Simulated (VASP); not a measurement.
Here is a VASP 6.6.1 calculation.

INCAR

```
SYSTEM = Hg
PREC = Accurate
ENCUT = 520
EDIFF = 1E-7
ISMEAR = -1
SIGMA = 0.1
LREAL = .False.
LASPH = .True.
NELM = 100
ALGO = Normal
ISIF = 2
LWAVE = .False.
LCHARG = .False.
GGA = PS
NBANDS = 12
```

The input KPOINTS:

```
Automatic mesh
0
Gamma
  18 18 18
  0 0 0
```

The input POSCAR:

```
Hg
1.0
    1.6984910081      0.9806242407      2.1038969732
   -1.6984910081      0.9806242407      2.1038969732
    0.0000000000     -1.9612484815      2.1038969731
Hg
1
Direct
    0.0000000000      1.0000000000      1.0000000000
```

Potentials or basis: VASP PAW PBE potentials, release 64 (Hg).

Launch:

```bash
$ cat potpaw_PBE.64/Hg/POTCAR > POTCAR
$ mpirun -np 1 vasp_std > vasp.out
```

(1) Estimate the band gap on the k mesh.

(2) Estimate the pressure.

Answers

(1) zero (bands 6 and 7 overlap by 3.83 eV).

(2) 9.4 GPa.

Caveat: the cell stands under pressure; the PAW data sets were made with another functional, which shifts forces and pressure a little; spin-orbit coupling is left out, which moves the levels of the heavy elements.
